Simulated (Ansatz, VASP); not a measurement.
**PbF2: VASP beside Ansatz**

```
CELL_PARAMETERS angstrom
5.57821 0.00000 0.00000
0.00000 5.57821 0.00000
0.00000 0.00000 3.93988
ATOMIC_POSITIONS crystal
Pb 0.00000 0.00000 0.00000
Pb 0.50000 0.50000 0.50000
F 0.30923 0.30923 0.00000
F 0.19077 0.80923 0.50000
F 0.80923 0.19077 0.50000
F 0.69077 0.69077 0.00000
```

Alike in both runs: task single point; functional PBEsol; k mesh 4 × 4 × 4; no spin polarisation.

```csv
,VASP,Ansatz
version,VASP 6.6.1,Ansatz 0.2.0
potentials or method,"VASP PAW PBE potentials, release 64 (Pb_d, F)",plane waves
plane-wave cutoff (eV),520,420
occupations,"gaussian, width 0.01 eV",fixed
valence electrons in the cell,56,56
```

|  | VASP | Ansatz | Ansatz less VASP |
| --- | --- | --- | --- |
| gap on the k mesh at the Fermi level (eV) | 3.64 | 3.64 | +0.002 |
| pressure (GPa) | -0.8 | -0.6 | +0.18 |
| traceless stress, the component that is largest in VASP (GPa) | -0.45 | -0.46 | -0.008 |

VASP's potentials were made for PBE, not for PBEsol.

Spin-orbit coupling is off throughout.
